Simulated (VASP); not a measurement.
# Cu in VASP: single point with LDA

Aim: the single point of Cu with LDA.

Program: VASP 6.6.1. These are calculated values, not measurements. Logs are shortened: lines on timing, memory, paths and dates and some standing lists are left out, and cuts for length are marked.

## Step 1: The cell of the first run

The cell holds a slab with vacuum, 28 atoms: a = 7.467 Å, b = 7.467 Å, c = 15.520 Å, α = 90.00°, β = 90.00°, γ = 90.00°.

## Step 2: Single point, LDA

INCAR reads:

```
PREC = Accurate ; ENCUT = 520
EDIFF = 1E-6 ; ISMEAR = 0
SIGMA = 0.1 ; LREAL = Auto
LASPH = True ; NELM = 100
ALGO = Normal ; ISIF = 2
LWAVE = False ; LCHARG = False
NBANDS = 174
```

KPOINTS reads:

```
Automatic mesh
0
Gamma
  3 3 1
```

POSCAR reads:

```
Cu
1.0
    7.4670476093      0.0000000000      0.0000000000
    0.0000000000      7.4670476093      0.0000000000
    0.0000000000      0.0000000000     15.5200000000
Cu
28
Direct
    0.0000000000      0.0000000000      0.3865979381
    0.3333333508      0.0000000000      0.3865979381
    0.6666667015      0.0000000000      0.3865979381
    0.0000000000      0.3333333508      0.3865979381
    0.3333333508      0.3333333508      0.3865979381
    0.6666667015      0.3333333508      0.3865979381
    0.0000000000      0.6666667015      0.3865979381
    0.3333333508      0.6666667015      0.3865979381
    0.6666667015      0.6666667015      0.3865979381
    0.1679604933      0.1666670772      0.4959949098
    0.5026485964      0.1666669432      0.4955991624
    0.8374028568      0.1666670772      0.4983126933
    0.1662128146      0.4992252889      0.4959201675
    0.5021135790      0.5001640803      0.4952077320
    0.8356693738      0.4981726640      0.4976817010
    0.1662126807      0.8341102569      0.4959206830
    0.5021121059      0.8331720012      0.4952085052
    0.8356684364      0.8351616765      0.4976817655
    0.0091224810      0.0024018864      0.6123335052
    0.3416056966     -0.0085022894      0.6043948454
    0.6701690229      0.0008714288      0.6076777062
    0.0091248916      0.3309338750      0.6123337629
    0.3416086429      0.3418388543      0.6043926546
    0.6701715674      0.3324650022      0.6076777706
    0.0013339944      0.6666673712      0.6063514820
    0.3330759532      0.6666677729      0.6057517397
    0.6660249486      0.6666677729      0.6053137887
    0.2484039338      0.1666740411      0.7137787371
```

Potentials or basis: VASP PAW LDA potentials, release 64 (Cu).

On the command line:

```
$ cat potpaw_LDA.64/Cu/POTCAR > POTCAR
$ mpirun -np 1 vasp_std > vasp.out
```

OUTCAR:

```text
PREC = Accurate
   ENCUT = 520
   EDIFF = 1E-6
   ISMEAR = 0
   LREAL = Auto
   LASPH = True
   NELM = 100
   ISIF = 2

 ion  position               nearest neighbor table
   1  0.000  0.000  0.387-  16 2.44  18 2.45  10 2.45  12 2.46   3 2.49   7 2.49   4 2.49   2 2.49

   2  0.333  0.000  0.387-  10 2.44  16 2.44  17 2.45  11 2.45   8 2.49   3 2.49   5 2.49   1 2.49

   3  0.667  0.000  0.387-  17 2.43  11 2.43  18 2.47  12 2.49   1 2.49   9 2.49   2 2.49   6 2.49
[... 45 lines left out ...]
  26  0.333  0.667  0.606-  23 2.43  20 2.43  16 2.45  13 2.45  17 2.47  14 2.47  25 2.48  27 2.49

  27  0.666  0.667  0.605-  17 2.44  14 2.44  18 2.44  15 2.44  26 2.49  24 2.50  21 2.50  25 2.50

  28  0.248  0.167  0.714-  23 2.25  20 2.25  22 2.68  19 2.68

  LATTYP: Found a simple tetragonal cell.
 ALAT       =     7.4670476093
 C/A-ratio  =     2.0784653871

  Lattice vectors:

 A1 = (   7.4670476093,   0.0000000000,   0.0000000000)
 A2 = (   0.0000000000,   7.4670476093,   0.0000000000)
 A3 = (   0.0000000000,   0.0000000000,  15.5200000000)

Analysis of symmetry for initial positions (statically):
=====================================================================
 Subroutine PRICEL returns:
 Original cell was already a primitive cell.

 Routine SETGRP: Setting up the symmetry group for a
 simple tetragonal supercell.

 Subroutine GETGRP returns: Found  1 space group operations
 (whereof  1 operations were pure point group operations)
 out of a pool of 16 trial point group operations.

The static configuration has the point symmetry C_1 .

Analysis of symmetry for dynamics (positions and initial velocities):
=====================================================================
 Subroutine PRICEL returns:
 Original cell was already a primitive cell.

 Routine SETGRP: Setting up the symmetry group for a
 simple tetragonal supercell.

 Subroutine GETGRP returns: Found  1 space group operations
 (whereof  1 operations were pure point group operations)
 out of a pool of 16 trial point group operations.

The dynamic configuration has the point symmetry C_1 .

 Subroutine INISYM returns: Found  1 space group operations
 (whereof  1 operations are pure point group operations),
 and found     1 'primitive' translations

----------------------------------------------------------------------------------------

                                     Primitive cell

  volume of cell :     865.3455
[... 121 lines left out ...]
   EDIFF  = 0.1E-05   stopping-criterion for ELM
   LREAL  =      T    real-space projection
   EDIFFG = 0.1E-04   stopping-criterion for IOM
   NSW    =      0    number of steps for IOM
[... 5 lines left out ...]
   TEBEG  =    0.0;   TEEND  =   0.0 temperature during run
   PSTRESS=    0.0 pullay stress
   NELECT =     308.0000    total number of electrons
   NUPDOWN=      -1.0000    fix difference up-down
   EMIN   =  10.00;   EMAX   =-10.00  energy-range for DOS
   EFERMI =   0.00;   METHOD = LEGACY
   ISMEAR =     0;   SIGMA  =   0.10  broadening in eV -4-tet -1-fermi 0-gaus
   EFERMI_NEDOS =   21; number of points for ismear=-14 and -15
   IALGO  =     38    algorithm
   IMIX   =      4    mixing-type and parameters
     AMIX     =   0.40;   BMIX     =  1.00
     AMIX_MAG =   1.60;   BMIX_MAG =  1.00
  volume/ion in A,a.u.               =      30.91       208.56
  Fermi-wavevector in a.u.,A,eV,Ry     =   1.160188  2.192438 18.313950  1.346037
  Thomas-Fermi vector in A             =   2.296774
   LORBIT       =      0    0 simple, 1 ext, 2 COOP (PROOUT), +10 PAW based schemes
   GGA     = CA    functional components
   LHFCALC =     F    Hartree Fock is set to
   AEXX    =    0.0000 exact exchange contribution
   IVDW    =     0    specifies the selected vdW correction
   LEPSILON=     F    determine dielectric tensor
   LRPA    =     F    only Hartree local field effects (RPA)
 non-spin polarized calculation
 Gauss-broadening in eV      SIGMA  =   0.10
  energy-cutoff  :      520.00
  volume of cell :      865.35
 maximum number of plane-waves:     23346
   NGX = 27   NGY = 27   NGZ = 57

 number of electron     307.9999991 magnetization

 Free energy of the ion-electron system (eV)
  ---------------------------------------------------
  ext. energy  EPLUGINS =         0.00000000
  ---------------------------------------------------
  free energy    TOTEN  =      -117.10788883 eV

  energy without entropy =     -117.08016768  energy(sigma->0) =     -117.09402826

 E-fermi :  -0.0714     XC(G=0):  -6.1166

 val. band max:       -0.1214293571   @ k =   0.3333   0.0000   0.0000
 cond. band min:       0.0942776311   @ k =   0.0000   0.3333   0.0000
 fundamental gap:      0.2157069882
 Fermi energy:        -0.0714496349

 k-point     1 :       0.0000    0.0000    0.0000
  band No.  band energies     occupation
      1      -9.0563      2.00000
      2      -6.6582      2.00000
      3      -6.6407      2.00000
      4      -6.6364      2.00000
      5      -6.6063      2.00000
      6      -6.4276      2.00000
[... 834 lines left out ...]
    165       2.0618      0.00000
    166       2.0835      0.00000
 [bands above 166 left out]

------------------------ aborting loop because EDIFF is reached ----------------------------------------

  FORCE on cell =-STRESS in cart. coord.  units (eV):
  Direction    XX          YY          ZZ          XY          YZ          ZX
  --------------------------------------------------------------------------------------
  -------------------------------------------------------------------------------------
  Total      -11.9005356    -10.2578022      0.5085819      0.0022785      0.0007135     -2.6426811
  in kB      -22.0337051    -18.9922030      0.9416336      0.0042185      0.0013211     -4.8928937
  external PRESSURE =     -13.3614248 kB  Pullay stress =       0.0000000 kB

 VOLUME and BASIS-vectors are now :
 -----------------------------------------------------------------------------
  energy-cutoff  :      520.00
  volume of cell :      865.35
      direct lattice vectors                 reciprocal lattice vectors
     7.467047609  0.000000000  0.000000000     0.133921739  0.000000000  0.000000000
     0.000000000  7.467047609  0.000000000     0.000000000  0.133921739  0.000000000
     0.000000000  0.000000000 15.520000000     0.000000000  0.000000000  0.064432990

 POSITION                                       TOTAL-FORCE (eV/Angst)
 -----------------------------------------------------------------------------------
      0.00000      0.00000      6.00000        -0.043581     -0.007536     -0.011767
      2.48902      0.00000      6.00000         0.033222     -0.011039     -0.000986
      4.97803      0.00000      6.00000         0.116858      0.005434     -0.046417
      0.00000      2.48902      6.00000        -0.043562      0.006596     -0.011123
      2.48902      2.48902      6.00000         0.032940      0.009819     -0.002892
      4.97803      2.48902      6.00000         0.117160     -0.006674     -0.048372
[... 20 lines left out ...]
      4.97324      4.97804      9.39447        -0.001361      0.000996      0.031124
      1.85484      1.24456     11.07785        -0.849802      0.000809     -0.125833
 -----------------------------------------------------------------------------------
    total drift:                               -0.003516      0.000075      0.000828

  FREE ENERGIE OF THE ION-ELECTRON SYSTEM (eV)
  ---------------------------------------------------
  free  energy   TOTEN  =      -117.1078888298 eV

  energy  without entropy=     -117.0801676836  energy(sigma->0) =     -117.09402826
```

OSZICAR:

```text
N       E                     dE             d eps       ncg     rms          rms(c)
DAV:   1     0.301618262703E+04    0.30162E+04   -0.13129E+05  1740   0.231E+03
DAV:   2     0.316392378297E+03   -0.26998E+04   -0.26429E+04  1740   0.507E+02
DAV:   3    -0.111268447765E+03   -0.42766E+03   -0.40160E+03  1758   0.251E+02
[... 19 lines left out ...]
DAV:  23    -0.117107829028E+03   -0.10845E-03   -0.60438E-05  1992   0.617E-02    0.729E-03
DAV:  24    -0.117107859022E+03   -0.29994E-04   -0.98394E-06  1840   0.415E-02    0.724E-03
DAV:  25    -0.117107883182E+03   -0.24160E-04   -0.43927E-06  1256   0.185E-02    0.228E-03
DAV:  26    -0.117107887887E+03   -0.47045E-05   -0.13835E-06  1128   0.102E-02    0.118E-03
DAV:  27    -0.117107888830E+03   -0.94296E-06   -0.59743E-07  1064   0.771E-03
   1 F= -.11710789E+03 E0= -.11709403E+03  d E =-.277211E-01
```

Wall time 30 min (1 thread of Intel Xeon 6975P-C (Granite Rapids), shared host); peak memory 0.77 GiB.

Results:

* Free energy: -117.1079 eV
* Largest force: 0.859 eV/Å
* Band gap on the k mesh: zero (band 154 reaches 0.10 eV, above the bottom of band 155 at -0.99 eV)

Forces on the atoms (eV/Å):
```
Cu  -0.044 -0.008 -0.012
Cu   0.033 -0.011 -0.001
Cu   0.117  0.005 -0.046
Cu  -0.044  0.007 -0.011
Cu   0.033  0.010 -0.003
Cu   0.117 -0.007 -0.048
Cu  -0.066  0.001 -0.034
Cu  -0.007  0.001 -0.095
Cu   0.147  0.001 -0.039
Cu   0.017  0.002  0.006
Cu   0.022  0.001  0.000
Cu   0.042  0.001  0.004
Cu  -0.001 -0.002  0.008
Cu   0.017  0.010 -0.011
Cu   0.022 -0.004  0.007
Cu  -0.001  0.001  0.008
Cu   0.017 -0.011 -0.012
Cu   0.021  0.004  0.007
Cu   0.072  0.006  0.096
Cu   0.082  0.006  0.035
Cu   0.056 -0.003  0.004
Cu   0.073 -0.007  0.096
Cu   0.082 -0.009  0.036
Cu   0.056  0.002  0.004
Cu  -0.002  0.001  0.051
Cu  -0.010  0.000  0.044
Cu  -0.001  0.001  0.031
Cu  -0.850  0.001 -0.126
```
